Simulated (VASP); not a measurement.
# C in VASP: notebook

C is run at these levels: PBE+D3(BJ); tasks: single point.

Everything below comes from runs of VASP 6.6.1. Logs are shortened: lines on timing, memory, paths and dates and some standing lists are left out, and cuts for length are marked.

## 1. The cell of the first run

The cell holds a slab with vacuum, 2 atoms: a = 2.466 Å, b = 2.466 Å, c = 20.018 Å, α = 90.00°, β = 90.00°, γ = 120.00°.

## 2. Single point, PBE+D3(BJ)

File INCAR:

```
SYSTEM = C
PREC = Accurate
ENCUT = 520
EDIFF = 1E-6
ISMEAR = 0
SIGMA = 0.05
LREAL = .FALSE.
LASPH = .TRUE.
NELM = 80
ALGO = Normal
ISIF = 2
LWAVE = .FALSE.
LCHARG = .FALSE.
LDIPOL = .TRUE.
IDIPOL = 3
DIPOL = 0.5 0.5 0.500
GGA = PE
IVDW = 12
NBANDS = 11
```

File KPOINTS:

```
regular mesh
0
G
  15 15 1
  0 0 0
```

File POSCAR:

```
C
1.0
    2.4657351721      0.0000000000      0.0000000000
   -1.2328675861      2.1353892981      0.0000000000
    0.0000000000      0.0000000000     20.0178333307
C
2
Direct
    0.0000000000      0.0000000000      0.4999997730
    0.6666666667      0.3333333333      0.5000002270
```

Potentials or basis: VASP PAW PBE potentials, release 64 (C).

Command:

```console
$ cat potpaw_PBE.64/C/POTCAR > POTCAR
$ mpirun -np 1 vasp_std > vasp.out
```

OUTCAR:

```text
SYSTEM = C
   PREC = Accurate
   ENCUT = 520
   EDIFF = 1E-6
   ISMEAR = 0
   LREAL = .FALSE.
   LASPH = .TRUE.
   NELM = 80
   ISIF = 2
   GGA = PE
   IVDW = 12
 IVDW          = 12

 ion  position               nearest neighbor table
   1  0.000  0.000  0.500-   2 1.42   2 1.42   2 1.42
   2  0.667  0.333  0.500-   1 1.42   1 1.42   1 1.42

  LATTYP: Found a hexagonal cell.
 ALAT       =     2.4657351721
 C/A-ratio  =     8.1184036133

  Lattice vectors:

 A1 = (   2.4657351721,   0.0000000000,   0.0000000000)
 A2 = (  -1.2328675861,   2.1353892981,   0.0000000000)
 A3 = (   0.0000000000,   0.0000000000,  20.0178333307)

Analysis of symmetry for initial positions (statically):
=====================================================================
 Subroutine PRICEL returns:
 Original cell was already a primitive cell.

 Routine SETGRP: Setting up the symmetry group for a
 hexagonal supercell.

 Subroutine GETGRP returns: Found 24 space group operations
 (whereof 12 operations were pure point group operations)
 out of a pool of 24 trial point group operations.

The static configuration has the point symmetry D_3h.
 The point group associated with its full space group is D_6h.

Analysis of symmetry for dynamics (positions and initial velocities):
=====================================================================
 Subroutine PRICEL returns:
 Original cell was already a primitive cell.

 Routine SETGRP: Setting up the symmetry group for a
 hexagonal supercell.

 Subroutine GETGRP returns: Found 24 space group operations
 (whereof 12 operations were pure point group operations)
 out of a pool of 24 trial point group operations.

The dynamic configuration has the point symmetry D_3h.
 The point group associated with its full space group is D_6h.

 Subroutine INISYM returns: Found 24 space group operations
 (whereof 12 operations are pure point group operations),
 and found     1 'primitive' translations

----------------------------------------------------------------------------------------

                                     Primitive cell

  volume of cell :     105.4000

  direct lattice vectors                    reciprocal lattice vectors
     2.465735172  0.000000000  0.000000000     0.405558558  0.234149342  0.000000000
    -1.232867586  2.135389298  0.000000000     0.000000000  0.468298685  0.000000000
     0.000000000  0.000000000 20.017833331     0.000000000  0.000000000  0.049955456

  length of vectors
     2.465735172  2.465735172 20.017833331     0.468298685  0.468298685  0.049955456

  position of ions in fractional coordinates (direct lattice)
     0.000000000  0.000000000  0.499999773
     0.666666667  0.333333333  0.500000227

  ion indices of the primitive-cell ions
   primitive index   ion index
                 1           1
                 2           2

----------------------------------------------------------------------------------------

 KPOINTS: regular mesh

Automatic generation of k-mesh.
 Grid dimensions read from file:
 generate k-points for:   15   15    1

 Generating k-lattice:

  Cartesian coordinates                     Fractional coordinates (reciprocal lattice)
     0.027037237  0.015609956  0.000000000     0.066666667  0.000000000  0.000000000
     0.000000000  0.031219912  0.000000000     0.000000000  0.066666667  0.000000000
     0.000000000  0.000000000  0.049955456     0.000000000  0.000000000  1.000000000

  Length of vectors
     0.031219912  0.031219912  0.049955456

  Shift w.r.t. Gamma in fractional coordinates (k-lattice)
     0.000000000  0.000000000  0.000000000

 Subroutine IBZKPT returns following result:
 ===========================================

 Found     27 irreducible k-points:

 Following reciprocal coordinates:
            Coordinates               Weight
  0.000000  0.000000  0.000000      1.000000
  0.066667  0.000000  0.000000      6.000000
  0.133333  0.000000  0.000000      6.000000
  0.200000  0.000000  0.000000      6.000000
  0.266667  0.000000  0.000000      6.000000
  0.333333  0.000000  0.000000      6.000000
[... 16 lines left out ...]
  0.333333  0.200000  0.000000     12.000000
  0.400000  0.200000  0.000000      6.000000
 [... further k-points ...]
   k-points           NKPTS =     27   k-points in BZ     NKDIM =     27   number of bands    NBANDS=     11
   number of dos      NEDOS =    301   number of ions     NIONS =      2
   total plane-waves  NPLWV =  48600
   dimension x,y,z NGX =    18 NGY =   18 NGZ =  150
   dimension x,y,z NGXF=    36 NGYF=   36 NGZF=  300
   ions per type =               2
   NGX,Y,Z   is equivalent  to a cutoff of  12.14, 12.14, 12.46 a.u.
   NGXF,Y,Z  is equivalent  to a cutoff of  24.27, 24.27, 24.91 a.u.
 SYSTEM =  C
   PREC   = accura    normal or accurate (medium, high low for compatibility)
   ISTART =      0    job   : 0-new  1-cont  2-samecut
   ICHARG =      2    charge: 1-file 2-atom 10-const
   ISPIN  =      1    spin polarized calculation?
   LNONCOLLINEAR =      F non collinear calculations
   LSORBIT =      F    spin-orbit coupling
   LASPH  =      T    aspherical Exc in radial PAW
   ENCUT  =  520.0 eV  38.22 Ry    6.18 a.u.   4.58  4.58 37.22*2*pi/ulx,y,z
   NELM   =     80;   NELMIN=  2; NELMDL= -5     # of ELM steps
   EDIFF  = 0.1E-05   stopping-criterion for ELM
   LREAL  =      F    real-space projection
   EDIFFG = 0.1E-04   stopping-criterion for IOM
   NSW    =      0    number of steps for IOM
   IBRION =     -1    ionic relax: 0-MD 1-quasi-New 2-CG
   NFREE  =      0    steps in history (QN), initial steepest desc. (CG)
   ISIF   =      2    stress and relaxation
   ISYM   =      2    0-nonsym 1-usesym 2-fastsym
   POTIM  = 0.5000    time-step for ionic-motion
   TEBEG  =    0.0;   TEEND  =   0.0 temperature during run
   PSTRESS=    0.0 pullay stress
   NELECT =       8.0000    total number of electrons
   NUPDOWN=      -1.0000    fix difference up-down
   EMIN   =  10.00;   EMAX   =-10.00  energy-range for DOS
   EFERMI =   0.00;   METHOD = LEGACY
   ISMEAR =     0;   SIGMA  =   0.05  broadening in eV -4-tet -1-fermi 0-gaus
   EFERMI_NEDOS =   21; number of points for ismear=-14 and -15
   IALGO  =     38    algorithm
   IMIX   =      4    mixing-type and parameters
     AMIX     =   0.40;   BMIX     =  1.00
     AMIX_MAG =   1.60;   BMIX_MAG =  1.00
  volume/ion in A,a.u.               =      52.70       355.64
  Fermi-wavevector in a.u.,A,eV,Ry     =   0.693146  1.309856  6.536935  0.480451
  Thomas-Fermi vector in A             =   1.775277
   LORBIT       =      0    0 simple, 1 ext, 2 COOP (PROOUT), +10 PAW based schemes
   GGA     = PE    functional components
   LHFCALC =     F    Hartree Fock is set to
   AEXX    =    0.0000 exact exchange contribution
   IVDW    =    12    specifies the selected vdW correction
   LEPSILON=     F    determine dielectric tensor
   LRPA    =     F    only Hartree local field effects (RPA)
 non-spin polarized calculation
 Gauss-broadening in eV      SIGMA  =   0.05
  energy-cutoff  :      520.00
  volume of cell :      105.40
 maximum number of plane-waves:      2884
   NGX =  9   NGY =  9   NGZ = 75

 number of electron       7.9999997 magnetization

 dipolmoment           0.000000      0.000000     -0.000018 electrons x Angstroem

 Free energy of the ion-electron system (eV)
  ---------------------------------------------------
  ext. energy  EPLUGINS =         0.00000000
  ---------------------------------------------------
  free energy    TOTEN  =       -18.44848065 eV

  energy without entropy =      -18.44797915  energy(sigma->0) =      -18.44822990

 E-fermi :  -2.7430     XC(G=0):  -2.1653

 val. band max:       -2.7430153209   @ k =   0.3333   0.3333   0.0000
 cond. band min:      -2.7429683635   @ k =   0.3333   0.3333   0.0000
 fundamental gap:      0.0000469575
 Fermi energy:        -2.7429918420

 k-point     1 :       0.0000    0.0000    0.0000
  band No.  band energies     occupation
      1     -22.2680      2.00000
      2     -10.3623      2.00000
      3      -5.7890      2.00000
      4      -5.7890      2.00000
      5       0.5175      0.00000
      6       1.3137      0.00000
      7       1.6613      0.00000
      8       2.5861      0.00000
      9       3.0222      0.00000
     10       4.7038      0.00000
     11       5.3183      0.00000

 k-point     2 :       0.0667    0.0000    0.0000
  band No.  band energies     occupation
      1     -22.1630      2.00000
      2     -10.2368      2.00000
      3      -6.2134      2.00000
      4      -6.0111      2.00000
      5       0.6600      0.00000
      6       1.4581      0.00000
      7       1.8075      0.00000
      8       2.7309      0.00000
      9       3.1666      0.00000
     10       4.8472      0.00000
     11       5.4434      0.00000

 k-point     3 :       0.1333    0.0000    0.0000
  band No.  band energies     occupation
      1     -21.8485      2.00000
      2      -9.8626      2.00000
      3      -7.3408      2.00000
      4      -6.5738      2.00000
      5       1.0877      0.00000
      6       1.8908      0.00000
      7       2.2460      0.00000
      8       3.1650      0.00000
      9       3.5999      0.00000
     10       5.2764      0.00000
     11       5.5996      0.00000
[... 267 lines left out ...]
 k-point    23 :       0.3333    0.2000    0.0000
  band No.  band energies     occupation
      1     -17.3448      2.00000
      2     -14.3935      2.00000
      3     -11.4576      2.00000
      4      -4.8928      2.00000
      5      -0.7075      0.00000
      6       7.4101      0.00000
      7       7.9473      0.00000
      8       8.1485      0.00000
      9       8.8205      0.00000
     10       9.2835      0.00000
     11      10.0786      0.00000

 k-point    24 :       0.4000    0.2000    0.0000
  band No.  band energies     occupation
      1     -16.4184      2.00000
      2     -15.4291      2.00000
      3     -11.5903      2.00000
      4      -4.2446      2.00000
      5      -1.4444      0.00000
      6       8.0669      0.00000
      7       8.5824      0.00000
      8       9.1607      0.00000
      9       9.3889      0.00000
     10      10.3949      0.00000
     11      10.8469      0.00000

 [... further k-points ...]

------------------------ aborting loop because EDIFF is reached ----------------------------------------

 vacuum level on the upper side and lower side of the slab       (xc-potential included)        -0.125        -0.124

 Edisp (eV)   -0.17723

 E8    (eV) :    -0.0555

  FORCE on cell =-STRESS in cart. coord.  units (eV):
  Direction    XX          YY          ZZ          XY          YZ          ZX
  --------------------------------------------------------------------------------------
  -------------------------------------------------------------------------------------
  Total       0.07938     0.07938    -0.01126    -0.00000     0.00000     0.00000
  in kB       1.20666     1.20666    -0.17124    -0.00000     0.00000     0.00000
  external pressure =        0.75 kB  Pullay stress =        0.00 kB

 VOLUME and BASIS-vectors are now :
 -----------------------------------------------------------------------------
  energy-cutoff  :      520.00
  volume of cell :      105.40
      direct lattice vectors                 reciprocal lattice vectors
     2.465735172  0.000000000  0.000000000     0.405558558  0.234149342  0.000000000
    -1.232867586  2.135389298  0.000000000     0.000000000  0.468298685  0.000000000
     0.000000000  0.000000000 20.017833331     0.000000000  0.000000000  0.049955456

 POSITION                                       TOTAL-FORCE (eV/Angst)
 -----------------------------------------------------------------------------------
      0.00000      0.00000     10.00891         0.000000      0.000000      0.000000
      1.23287      0.71180     10.00892        -0.000000      0.000000      0.000000
 -----------------------------------------------------------------------------------
    total drift:                               -0.000000      0.000000     -0.004056

  FREE ENERGIE OF THE ION-ELECTRON SYSTEM (eV)
  ---------------------------------------------------
  free  energy   TOTEN  =       -18.6257098644 eV

  energy  without entropy=      -18.6252083627  energy(sigma->0) =      -18.62545911

 vacuum level on the upper side and lower side of the slab         1.422         1.423
```

Wall time 41 s (1 thread of Intel Xeon Platinum 8488C (Sapphire Rapids), shared host); peak memory 0.2 GiB.

What came out:

* Free energy: -18.6257 eV
* Band gap on the k mesh: zero (filled and empty bands touch)
* Dispersion energy per atom: -0.089 eV

## 3. Single point, PBE+D3(BJ)

This run uses another cell than the first one, of 52.46 Å³/atom, 0.995 times its volume.

File INCAR:

```
SYSTEM = C
PREC     = Accurate       ! precision mode
ENCUT    = 520            ! plane-wave cutoff, eV
EDIFF    = 1E-7           ! SCF threshold, eV
ISMEAR   = 0              ! smearing method
SIGMA    = 0.05           ! smearing width, eV
LREAL    = .FALSE.        ! projectors in reciprocal space
LASPH    = .TRUE.         ! aspherical terms in the spheres
NELM     = 100            ! most SCF steps
ALGO     = Normal         ! electronic algorithm
ISIF     = 2              ! what is computed and relaxed
LWAVE    = .FALSE.        ! write WAVECAR
LCHARG   = .FALSE.        ! write CHGCAR
LDIPOL   = .TRUE.       
IDIPOL   = 3            
DIPOL    = 0.5 0.5 0.500
GGA      = PE             ! functional
IVDW     = 12             ! dispersion correction
NBANDS   = 11             ! bands
```

KPOINTS is that of step 2.

File POSCAR:

```
C
1.0
    2.4599989200      0.0000000000      0.0000000000
   -1.2299994600      2.1304215600      0.0000000000
    0.0000000000      0.0000000000     20.0178333307
C
2
Direct
    0.0000000000      0.0000000000      0.4995545639
    0.6666666700      0.3333333300      0.5004454361
```

Potentials or basis: VASP PAW PBE potentials, release 64 (C).

Command:

```console
$ cat potpaw_PBE.64/C/POTCAR > POTCAR
$ mpirun -np 1 vasp_std > vasp.out
```

Wall time 39 s (1 thread of Intel Xeon Platinum 8488C (Sapphire Rapids), shared host); peak memory 0.2 GiB.

It converged, with:

- Free energy: -18.6218 eV
- Largest force: 0.298 eV/Å
- Band gap on the k mesh: zero (filled and empty bands touch)
- Dispersion energy per atom: -0.089 eV

Forces in eV/Å, atoms in the order of the input:
```
C    0.000  0.000  0.298
C    0.000  0.000 -0.298
```

Levels at points of the mesh, in eV from the Fermi level:
```tsv
k point	band 1	band 2	band 3	band 4	band 5	band 6	band 7	band 8	band 9
(0.00, 0.00, 0.00)	-19.58	-7.66	-3.04	-3.04	3.24	4.04	4.39	5.31	5.75
```
